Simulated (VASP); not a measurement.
A run of VASP 6.6.1 is set up as follows.

File INCAR:

```
SYSTEM = Sn6Ge
  ALGO = Fast
  EDIFF = 1E-6
  ENCUT = 520
  GGA = PE
  ISIF = 2
  ISMEAR = 0
  LASPH = .TRUE.
  LCHARG = .FALSE.
  LREAL = .FALSE.
  LWAVE = .FALSE.
  NBANDS = 58
  NELM = 100
  PREC = Accurate
  SIGMA = 0.2
```

KPOINTS

```
k-points
0
G
  3 3 3
  0 0 0
```

The input POSCAR:

```
Sn6Ge
1.0
    2.9821170474      1.7217260801      6.4251032591
   -2.9821170474      1.7217260801      6.4251032591
    0.0000000000     -3.4434521601      6.4251032591
Sn Ge
6 1
Direct
    0.4595434153      0.0894964480      0.7447894944
    0.0894964480      0.7447894944      0.4595434153
    0.2552105056      0.5404565847      0.9105035520
    0.9105035520      0.2552105056      0.5404565847
    0.5404565847      0.9105035520      0.2552105056
    0.7447894944      0.4595434153      0.0894964480
    0.0000000000      0.0000000000      0.0000000000
```

Potentials or basis: VASP PAW PBE potentials, release 64 (Sn_d, Ge_d).

The run is started by

```bash
$ cat potpaw_PBE.64/Sn_d/POTCAR potpaw_PBE.64/Ge_d/POTCAR > POTCAR
$ mpirun -np 1 vasp_std > vasp.out
```

Task: Predict the band gap on the k mesh.

Result: Zero (band 49 reaches 7.25 eV, above the bottom of band 50 at 5.60 eV).

Task: What does it give for the largest force?

Result: 0.033 eV/Å.

Forces in eV/Å, atoms in the order of the input:
```
Sn  -0.010  0.030 -0.008
Sn   0.031 -0.006 -0.008
Sn   0.021  0.024  0.008
Sn  -0.031  0.006  0.008
Sn   0.010 -0.030  0.008
Sn  -0.021 -0.024 -0.008
Ge   0.000  0.000  0.000
```

Caveat: the k points lie up to 0.42 Å⁻¹ apart; spin-orbit coupling is left out, which moves the levels of the heavy elements.
